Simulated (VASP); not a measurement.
# Zn (Fm-3m) in VASP: a series of runs

Runs on Zn. Level: PBE. Tasks: single point, relaxation of cell and atoms.

Everything below comes from runs of VASP 6.6.1. Logs are shortened: lines on timing, memory, paths and dates and some standing lists are left out, and cuts for length are marked.

## (1) The cell of the first run

Symmetry: Fm-3m, No. 225, cubic system. Conventional cell: a = 3.928 Å, b = 3.928 Å, c = 3.928 Å, α = 90.00°, β = 90.00°, γ = 90.00°. Zn (site symmetry m-3m) has 12 Zn at 2.78 Å within 3.7 Å.

This isn't the form of Zn at room conditions, which is hcp.

## (2) Single point, PBE

INCAR reads:

```
ALGO     = Normal         # electronic algorithm
EDIFF    = 1E-6           # SCF threshold, eV
ENCUT    = 500            # plane-wave cutoff, eV
GGA      = PE             # functional
GGA_COMPAT= False        
ISIF     = 2              # what is computed and relaxed
ISMEAR   = 0              # smearing method
LASPH    = True           # aspherical terms in the spheres
LCHARG   = False          # write CHGCAR
LREAL    = False          # projectors in reciprocal space
LWAVE    = False          # write WAVECAR
NBANDS   = 12             # bands
NELM     = 120            # most SCF steps
PREC     = Accurate       # precision mode
SIGMA    = 0.05           # smearing width, eV
```

KPOINTS reads:

```
k-points
0
Gamma
  18 18 18
```

POSCAR reads:

```
Zn
1.0
    0.0000000000      1.9641153613      1.9641153613
    1.9641153613      0.0000000000      1.9641153613
    1.9641153613      1.9641153613      0.0000000000
Zn
1
Direct
    0.0000000000      0.0000000000      0.0000000000
```

Potentials or basis: VASP PAW PBE potentials, release 64 (Zn).

The run is started by

```
> cat potpaw_PBE.64/Zn/POTCAR > POTCAR
> mpirun -np 1 vasp_std > vasp.out
```

OUTCAR:

```text
EDIFF = 1E-6
   ENCUT = 500
   GGA = PE
   ISIF = 2
   ISMEAR = 0
   LASPH = True
   LREAL = False
   NELM = 120
   PREC = Accurate

 ion  position               nearest neighbor table
   1  0.000  0.000  0.000-

  LATTYP: Found a face centered cubic cell.
 ALAT       =     3.9282307226

  Lattice vectors:

 A1 = (   0.0000000000,   1.9641153613,   1.9641153613)
 A2 = (   1.9641153613,   0.0000000000,   1.9641153613)
 A3 = (   1.9641153613,   1.9641153613,   0.0000000000)

Analysis of symmetry for initial positions (statically):
=====================================================================
 Subroutine PRICEL returns:
 Original cell was already a primitive cell.

 Routine SETGRP: Setting up the symmetry group for a
 face centered cubic supercell.

 Subroutine GETGRP returns: Found 48 space group operations
 (whereof 48 operations were pure point group operations)
 out of a pool of 48 trial point group operations.

The static configuration has the point symmetry O_h .

Analysis of symmetry for dynamics (positions and initial velocities):
=====================================================================
 Subroutine PRICEL returns:
 Original cell was already a primitive cell.

 Routine SETGRP: Setting up the symmetry group for a
 face centered cubic supercell.

 Subroutine GETGRP returns: Found 48 space group operations
 (whereof 48 operations were pure point group operations)
 out of a pool of 48 trial point group operations.

The dynamic configuration has the point symmetry O_h .

 Subroutine INISYM returns: Found 48 space group operations
 (whereof 48 operations are pure point group operations),
 and found     1 'primitive' translations

----------------------------------------------------------------------------------------

                                     Primitive cell

  volume of cell :      15.1541

  direct lattice vectors                    reciprocal lattice vectors
     0.000000000  1.964115361  1.964115361    -0.254567532  0.254567532  0.254567532
     1.964115361  0.000000000  1.964115361     0.254567532 -0.254567532  0.254567532
     1.964115361  1.964115361  0.000000000     0.254567532  0.254567532 -0.254567532

  length of vectors
     2.777678582  2.777678582  2.777678582     0.440923899  0.440923899  0.440923899

  position of ions in fractional coordinates (direct lattice)
     0.000000000  0.000000000  0.000000000

  ion indices of the primitive-cell ions
   primitive index   ion index
                 1           1

----------------------------------------------------------------------------------------

 KPOINTS: k-points

Automatic generation of k-mesh.
 Grid dimensions read from file:
 generate k-points for:   18   18   18

 Generating k-lattice:

  Cartesian coordinates                     Fractional coordinates (reciprocal lattice)
    -0.014142641  0.014142641  0.014142641     0.055555556  0.000000000  0.000000000
     0.014142641 -0.014142641  0.014142641     0.000000000  0.055555556  0.000000000
     0.014142641  0.014142641 -0.014142641     0.000000000  0.000000000  0.055555556

  Length of vectors
     0.024495772  0.024495772  0.024495772

  Shift w.r.t. Gamma in fractional coordinates (k-lattice)
     0.000000000  0.000000000  0.000000000

 Subroutine IBZKPT returns following result:
 ===========================================

 Found    195 irreducible k-points:

 Following reciprocal coordinates:
            Coordinates               Weight
  0.000000  0.000000  0.000000      1.000000
  0.055556  0.000000  0.000000      8.000000
  0.111111  0.000000  0.000000      8.000000
  0.166667  0.000000  0.000000      8.000000
  0.222222  0.000000  0.000000      8.000000
  0.277778  0.000000  0.000000      8.000000
[... 16 lines left out ...]
 -0.277778  0.055556  0.000000     24.000000
 -0.222222  0.055556  0.000000     24.000000
 [... further k-points ...]
   k-points           NKPTS =    195   k-points in BZ     NKDIM =    195   number of bands    NBANDS=     12
   number of dos      NEDOS =    301   number of ions     NIONS =      1
   total plane-waves  NPLWV =   8000
   dimension x,y,z NGX =    20 NGY =   20 NGZ =   20
   dimension x,y,z NGXF=    40 NGYF=   40 NGZF=   40
   ions per type =               1
   NGX,Y,Z   is equivalent  to a cutoff of  11.97, 11.97, 11.97 a.u.
   NGXF,Y,Z  is equivalent  to a cutoff of  23.94, 23.94, 23.94 a.u.
 SYSTEM =  unknown system
   PREC   = accura    normal or accurate (medium, high low for compatibility)
   ISTART =      0    job   : 0-new  1-cont  2-samecut
   ICHARG =      2    charge: 1-file 2-atom 10-const
   ISPIN  =      1    spin polarized calculation?
   LNONCOLLINEAR =      F non collinear calculations
   LSORBIT =      F    spin-orbit coupling
   LASPH  =      T    aspherical Exc in radial PAW
   ENCUT  =  500.0 eV  36.75 Ry    6.06 a.u.   5.06  5.06  5.06*2*pi/ulx,y,z
   NELM   =    120;   NELMIN=  2; NELMDL= -5     # of ELM steps
   EDIFF  = 0.1E-05   stopping-criterion for ELM
   LREAL  =      F    real-space projection
   EDIFFG = 0.1E-04   stopping-criterion for IOM
   NSW    =      0    number of steps for IOM
   IBRION =     -1    ionic relax: 0-MD 1-quasi-New 2-CG
   NFREE  =      0    steps in history (QN), initial steepest desc. (CG)
   ISIF   =      2    stress and relaxation
   ISYM   =      2    0-nonsym 1-usesym 2-fastsym
   POTIM  = 0.5000    time-step for ionic-motion
   TEBEG  =    0.0;   TEEND  =   0.0 temperature during run
   PSTRESS=    0.0 pullay stress
   NELECT =      12.0000    total number of electrons
   NUPDOWN=      -1.0000    fix difference up-down
   EMIN   =  10.00;   EMAX   =-10.00  energy-range for DOS
   EFERMI =   0.00;   METHOD = LEGACY
   ISMEAR =     0;   SIGMA  =   0.05  broadening in eV -4-tet -1-fermi 0-gaus
   EFERMI_NEDOS =   21; number of points for ismear=-14 and -15
   IALGO  =     38    algorithm
   IMIX   =      4    mixing-type and parameters
     AMIX     =   0.40;   BMIX     =  1.00
     AMIX_MAG =   1.60;   BMIX_MAG =  1.00
  volume/ion in A,a.u.               =      15.15       102.27
  Fermi-wavevector in a.u.,A,eV,Ry     =   1.514578  2.862137 31.211029  2.293946
  Thomas-Fermi vector in A             =   2.624217
   LORBIT       =      0    0 simple, 1 ext, 2 COOP (PROOUT), +10 PAW based schemes
   GGA     = PE    functional components
   LHFCALC =     F    Hartree Fock is set to
   AEXX    =    0.0000 exact exchange contribution
   IVDW    =     0    specifies the selected vdW correction
   LEPSILON=     F    determine dielectric tensor
   LRPA    =     F    only Hartree local field effects (RPA)
 non-spin polarized calculation
 Gauss-broadening in eV      SIGMA  =   0.05
  energy-cutoff  :      500.00
  volume of cell :       15.15
 maximum number of plane-waves:       397
   NGX = 11   NGY = 11   NGZ = 11

 number of electron      11.9999991 magnetization

 Free energy of the ion-electron system (eV)
  ---------------------------------------------------
  ext. energy  EPLUGINS =         0.00000000
  ---------------------------------------------------
  free energy    TOTEN  =        -1.08495783 eV

  energy without entropy =       -1.08481549  energy(sigma->0) =       -1.08488666

 E-fermi :   3.0376     XC(G=0): -11.5822

 val. band max:        2.9966803909   @ k =  -0.3889   0.4444   0.0556
 cond. band min:       3.0880537892   @ k =  -0.3333   0.3333   0.1667
 fundamental gap:      0.0913733983
 Fermi energy:         3.0375812416

 k-point     1 :       0.0000    0.0000    0.0000
  band No.  band energies     occupation
      1      -7.2714      2.00000
      2      -4.5329      2.00000
      3      -4.5329      2.00000
      4      -4.5329      2.00000
      5      -4.1526      2.00000
      6      -4.1526      2.00000
      7      21.3751      0.00000
      8      21.3751      0.00000
      9      21.3751      0.00000
     10      21.9910      0.00000
     11      24.1510      0.00000
     12      24.1510      0.00000

 k-point     2 :       0.0556    0.0000    0.0000
  band No.  band energies     occupation
      1      -7.1781      2.00000
      2      -4.5407      2.00000
      3      -4.5221      2.00000
      4      -4.5221      2.00000
      5      -4.1558      2.00000
      6      -4.1558      2.00000
      7      19.6346      0.00000
      8      21.0615      0.00000
      9      21.0615      0.00000
     10      21.8019      0.00000
     11      24.6228      0.00000
     12      24.6228      0.00000

 k-point     3 :       0.1111    0.0000    0.0000
  band No.  band energies     occupation
      1      -6.9021      2.00000
      2      -4.5586      2.00000
      3      -4.4942      2.00000
      4      -4.4942      2.00000
      5      -4.1615      2.00000
      6      -4.1615      2.00000
      7      16.9251      0.00000
      8      20.4504      0.00000
      9      20.4504      0.00000
     10      21.6920      0.00000
     11      25.7020      0.00000
     12      25.7020      0.00000

 k-point     4 :       0.1667    0.0000    0.0000
  band No.  band energies     occupation
      1      -6.4614      2.00000
      2      -4.5647      2.00000
      3      -4.4635      2.00000
      4      -4.4635      2.00000
      5      -4.1574      2.00000
      6      -4.1574      2.00000
      7      14.2312      0.00000
      8      19.8439      0.00000
      9      19.8439      0.00000
     10      21.5390      0.00000
     11      26.7397      0.00000
     12      26.8081      0.00000

 k-point     5 :       0.2222    0.0000    0.0000
  band No.  band energies     occupation
      1      -5.9172      2.00000
      2      -4.4920      2.00000
      3      -4.4503      2.00000
      4      -4.4502      2.00000
      5      -4.1268      2.00000
      6      -4.1268      2.00000
      7      11.6492      0.00000
      8      19.3305      0.00000
      9      19.3305      0.00000
     10      21.3444      0.00000
     11      25.6019      0.00000
     12      25.6019      0.00000
[... 228 lines left out ...]
      1      -5.2277      2.00000
      2      -4.5278      2.00000
      3      -4.5058      2.00000
      4      -3.9438      2.00000
      5      -3.9384      2.00000
      6      -1.6219      2.00000
      7       4.2225      0.00000
      8      16.7849      0.00000
      9      18.6935      0.00000
     10      20.3275      0.00000
     11      22.4021      0.00000
     12      23.6867      0.00000

 k-point    22 :      -0.3333    0.0556    0.0000
  band No.  band energies     occupation
      1      -5.2346      2.00000
      2      -4.5022      2.00000
      3      -4.4823      2.00000
      4      -4.0155      2.00000
      5      -4.0103      2.00000
      6      -2.8346      2.00000
      7       6.2731      0.00000
      8      16.7172      0.00000
      9      19.2967      0.00000
     10      20.8427      0.00000
     11      22.6135      0.00000
     12      23.8766      0.00000

 k-point    23 :      -0.2778    0.0556    0.0000
  band No.  band energies     occupation
      1      -5.3287      2.00000
      2      -4.4782      2.00000
      3      -4.4548      2.00000
      4      -4.1754      2.00000
      5      -4.0908      2.00000
      6      -3.7017      2.00000
      7       8.5032      0.00000
      8      16.8184      0.00000
      9      19.9061      0.00000
     10      21.3867      0.00000
     11      23.1638      0.00000
     12      24.1913      0.00000

 k-point    24 :      -0.2222    0.0556    0.0000
  band No.  band energies     occupation
      1      -5.6732      2.00000
      2      -4.5103      2.00000
      3      -4.4358      2.00000
      4      -4.4099      2.00000
      5      -4.1602      2.00000
      6      -4.0053      2.00000
      7      10.8931      0.00000
      8      17.0850      0.00000
      9      20.4868      0.00000
     10      21.8549      0.00000
     11      24.0625      0.00000
     12      24.6815      0.00000

 [... further k-points ...]

------------------------ aborting loop because EDIFF is reached ----------------------------------------

  FORCE on cell =-STRESS in cart. coord.  units (eV):
  Direction    XX          YY          ZZ          XY          YZ          ZX
  --------------------------------------------------------------------------------------
  -------------------------------------------------------------------------------------
  Total        0.0383082      0.0383082      0.0383082     -0.0000000     -0.0000000      0.0000000
  in kB        4.0501513      4.0501513      4.0501513     -0.0000000     -0.0000000      0.0000000
  external PRESSURE =       4.0501513 kB  Pullay stress =       0.0000000 kB

 VOLUME and BASIS-vectors are now :
 -----------------------------------------------------------------------------
  energy-cutoff  :      500.00
  volume of cell :       15.15
      direct lattice vectors                 reciprocal lattice vectors
     0.000000000  1.964115361  1.964115361    -0.254567532  0.254567532  0.254567532
     1.964115361  0.000000000  1.964115361     0.254567532 -0.254567532  0.254567532
     1.964115361  1.964115361  0.000000000     0.254567532  0.254567532 -0.254567532

 POSITION                                       TOTAL-FORCE (eV/Angst)
 -----------------------------------------------------------------------------------
      0.00000      0.00000      0.00000         0.000000      0.000000      0.000000
 -----------------------------------------------------------------------------------
    total drift:                                0.000000      0.000000      0.000000

  FREE ENERGIE OF THE ION-ELECTRON SYSTEM (eV)
  ---------------------------------------------------
  free  energy   TOTEN  =        -1.0849578290 eV

  energy  without entropy=       -1.0848154856  energy(sigma->0) =       -1.08488666
```

It took 17 s on 1 thread of Intel Xeon Platinum 8259CL at 2.50GHz (Skylake/Cascade Lake), shared host; peak memory 0.14 GiB.

Results:

```
Free energy            : -1.0850 eV
Pressure               : 0.4 GPa
Band gap on the k mesh : zero (bands 6 and 7 overlap by 3.02 eV)
```

## (3) Relaxation of cell and atoms, PBE

This run uses another cell than the first one, of 15.29 Å³/atom.

INCAR reads:

```
SYSTEM = Zn
ALGO     = Normal         ! electronic algorithm
EDIFF    = 1E-7           ! SCF threshold, eV
EDIFFG   = -0.03          ! ionic threshold
ENCUT    = 500            ! plane-wave cutoff, eV
GGA      = PE             ! functional
GGA_COMPAT= .FALSE.      
IBRION   = 2              ! ionic algorithm
ISIF     = 3              ! what is computed and relaxed
ISMEAR   = 0              ! smearing method
LASPH    = .TRUE.         ! aspherical terms in the spheres
LCHARG   = .FALSE.        ! write CHGCAR
LREAL    = .FALSE.        ! projectors in reciprocal space
LWAVE    = .FALSE.        ! write WAVECAR
NELM     = 120            ! most SCF steps
NELMIN   = 4            
NSW      = 80             ! ionic steps
PREC     = Accurate       ! precision mode
SIGMA    = 0.05           ! smearing width, eV
```

KPOINTS reads:

```
k-points
0
G
  18 18 18
  0 0 0
```

POSCAR reads:

```
Zn
1.0
    0.0000000000      1.9700000000      1.9700000000
    1.9700000000      0.0000000000      1.9700000000
    1.9700000000      1.9700000000      0.0000000000
Zn
1
Direct
    0.0000000000      0.0000000000      0.0000000000
```

Potentials or basis: VASP PAW PBE potentials, release 64 (Zn).

The run is started by

```
> cat potpaw_PBE.64/Zn/POTCAR > POTCAR
> mpirun -np 1 vasp_std > vasp.out
```

OUTCAR:

```text
SYSTEM = Zn
   EDIFF = 1E-7
   EDIFFG = -0.03
   ENCUT = 500
   GGA = PE
   IBRION = 2
   ISIF = 3
   ISMEAR = 0
   LASPH = .TRUE.
   LREAL = .FALSE.
   NELM = 120
   NELMIN = 4
   NSW = 80
   PREC = Accurate

 ion  position               nearest neighbor table
   1  0.000  0.000  0.000-

  LATTYP: Found a face centered cubic cell.
 ALAT       =     3.9400000000

  Lattice vectors:

[... 492 lines left out ...]
      8      16.9344      0.00000
      9      20.3013      0.00000
     10      21.7057      0.00000

 [... further k-points ...]

------------------------ aborting loop because EDIFF is reached ----------------------------------------

  FORCE on cell =-STRESS in cart. coord.  units (eV):
  Direction    XX          YY          ZZ          XY          YZ          ZX
  --------------------------------------------------------------------------------------
  -------------------------------------------------------------------------------------
  Total       -0.0294740     -0.0294740     -0.0294740      0.0000000     -0.0000000     -0.0000000
  in kB       -3.0883087     -3.0883087     -3.0883087      0.0000000     -0.0000000     -0.0000000
  external PRESSURE =      -3.0883087 kB  Pullay stress =       0.0000000 kB

 VOLUME and BASIS-vectors are now :
 -----------------------------------------------------------------------------
  energy-cutoff  :      500.00
  volume of cell :       15.29
      direct lattice vectors                 reciprocal lattice vectors
     0.000000000  1.970000000  1.970000000    -0.253807107  0.253807107  0.253807107
     1.970000000  0.000000000  1.970000000     0.253807107 -0.253807107  0.253807107
     1.970000000  1.970000000  0.000000000     0.253807107  0.253807107 -0.253807107

 POSITION                                       TOTAL-FORCE (eV/Angst)
 -----------------------------------------------------------------------------------
      0.00000      0.00000      0.00000         0.000000      0.000000     -0.000000
 -----------------------------------------------------------------------------------
    total drift:                                0.000000      0.000000      0.000000

  FREE ENERGIE OF THE ION-ELECTRON SYSTEM (eV)
  ---------------------------------------------------
  free  energy   TOTEN  =        -1.0849653160 eV

  energy  without entropy=       -1.0847929827  energy(sigma->0) =       -1.08487915

 reached required accuracy - stopping structural energy minimisation
```

CONTCAR:

```text
Zn
   1.00000000000000
     0.0000000000000000    1.9700000000000000    1.9700000000000000
     1.9700000000000000    0.0000000000000000    1.9700000000000000
     1.9700000000000000    1.9700000000000000    0.0000000000000000
  Zn
     1
Direct
     0.0000000000000000    0.0000000000000000    0.0000000000000000

  0.00000000E+00  0.00000000E+00  0.00000000E+00
```

Wall time 16 s (1 thread of Intel Xeon Platinum 8259CL at 2.50GHz (Skylake/Cascade Lake), shared host); peak memory 0.14 GiB.

What came out:

```yaml
Free_energy: -1.0850 eV
Pressure_after_relaxing: -0.3 GPa
Band_gap_on_the_k_mesh: zero (bands 6 and 7 overlap by 3.03 eV)
```

Final structure:
```cif
data_structure
_symmetry_space_group_name_H-M 'P 1'
_symmetry_Int_Tables_number 1
_cell_length_a 2.7860
_cell_length_b 2.7860
_cell_length_c 2.7860
_cell_angle_alpha 60.000
_cell_angle_beta 60.000
_cell_angle_gamma 60.000
_cell_volume 15.29
loop_
_atom_site_label
_atom_site_type_symbol
_atom_site_fract_x
_atom_site_fract_y
_atom_site_fract_z
_atom_site_occupancy
Zn1 Zn 0.00000 0.00000 0.00000 1
```

Levels at points of the mesh, in eV from the Fermi level:
```csv
k point,band 3,band 4,band 5,band 6,band 7,band 8,band 9,band 10
"(0.00, 0.00, 0.00)",-7.55,-7.55,-7.18,-7.18,18.20,18.20,18.20,18.88
"(0.50, 0.00, 0.00)",-7.56,-6.90,-6.90,-2.82,-1.35,15.20,15.20,17.43
"(0.50, 0.50, 0.00)",-6.92,-6.83,-6.83,-0.93,1.75,8.44,8.44,12.07
```

Caveat: the relaxation stopped at its first step, so nothing moved.
